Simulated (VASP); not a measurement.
Set up this calculation in VASP 6.6.1, as the native input.

```yaml
Task: single point
Functional: PBE-based screened hybrid
Potentials_or_basis: VASP PAW PBE potentials, release 64 (Na_pv, F)
Cutoff: 520 eV
k_mesh: 4 × 4 × 4
Occupations: gaussian, width 0.01 eV
Spin: no spin polarisation
Dipole_correction: no
Grid_for_exact_exchange_PRECFOCK: Normal
Share_of_exact_exchange: 1
Further_INCAR_settings: ALGO = Normal; EDIFF = 1e-06; NBANDS = 14
Screening_parameter: 0.2078 1/Å
```

NaF:

```
Na F
1.0
     0.00000    2.29717    2.29717
     2.29717    0.00000    2.29717
     2.29717    2.29717    0.00000
Na F
1 1
Direct
  0.00000 0.00000 0.00000
  0.50000 0.50000 0.50000
```

These files were run (other wordings do the same):

POSCAR

```
NaF
1.0
    0.0000000000      2.2971680799      2.2971680799
    2.2971680799      0.0000000000      2.2971680799
    2.2971680799      2.2971680799      0.0000000000
Na F
1 1
Direct
    0.0000000000      0.0000000000      0.0000000000
    0.5000000000      0.5000000000      0.5000000000
```

INCAR.step1

```
SYSTEM = NaF
PREC     = Accurate       ! precision mode
ENCUT    = 520            ! plane-wave cutoff, eV
EDIFF    = 1E-5           ! SCF threshold, eV
ISMEAR   = 0              ! smearing method
SIGMA    = 0.01           ! smearing width, eV
LREAL    = .False.        ! projectors in reciprocal space
LASPH    = .True.         ! aspherical terms in the spheres
NELM     = 80             ! most SCF steps
ALGO     = Normal         ! electronic algorithm
ISIF     = 2              ! what is computed and relaxed
LWAVE    = .True.         ! write WAVECAR
LCHARG   = .False.        ! write CHGCAR
NBANDS   = 14             ! bands
GGA      = PE             ! functional
```

INCAR.step2

```
SYSTEM = NaF
PREC     = Accurate       ! precision mode
ENCUT    = 520            ! plane-wave cutoff, eV
EDIFF    = 1E-6           ! SCF threshold, eV
ISMEAR   = 0              ! smearing method
SIGMA    = 0.01           ! smearing width, eV
LREAL    = .False.        ! projectors in reciprocal space
LASPH    = .True.         ! aspherical terms in the spheres
NELM     = 80             ! most SCF steps
ALGO     = Normal         ! electronic algorithm
ISIF     = 2              ! what is computed and relaxed
LWAVE    = .False.        ! write WAVECAR
LCHARG   = .False.        ! write CHGCAR
GGA      = PE             ! functional
LHFCALC  = .True.         ! exact exchange
AEXX     = 1.0            ! exact-exchange fraction
HFSCREEN = 0.2078         ! screening, 1/A
PRECFOCK = Normal       
NBANDS   = 14             ! bands
ISTART   = 1            
ALDAC    = 1.0          
AGGAC    = 1.0
```

KPOINTS

```
regular mesh
0
Gamma
  4 4 4
  0 0 0
```

Potentials or basis: VASP PAW PBE potentials, release 64 (Na_pv, F).

Command:

```sh
$ cat potpaw_PBE.64/Na_pv/POTCAR potpaw_PBE.64/F/POTCAR > POTCAR
$ cp INCAR.step1 INCAR
$ mpirun -np 1 vasp_std > vasp.out
$ cp INCAR.step2 INCAR
$ mpirun -np 1 vasp_std > vasp.out
```

It gave:

- Pressure: -3.4 GPa
- Band gap on the k mesh: 15.45 eV, direct

Caveat: the k points lie up to 0.59 Å⁻¹ apart; the PAW data sets were made with another functional, which shifts forces and pressure a little.

Run time: 2.9 min on 1 thread of Intel(R) Xeon(R) Platinum 8259CL CPU @ 2.50GHz (Skylake/Cascade Lake), on a shared host, peak memory 0.23 GiB.
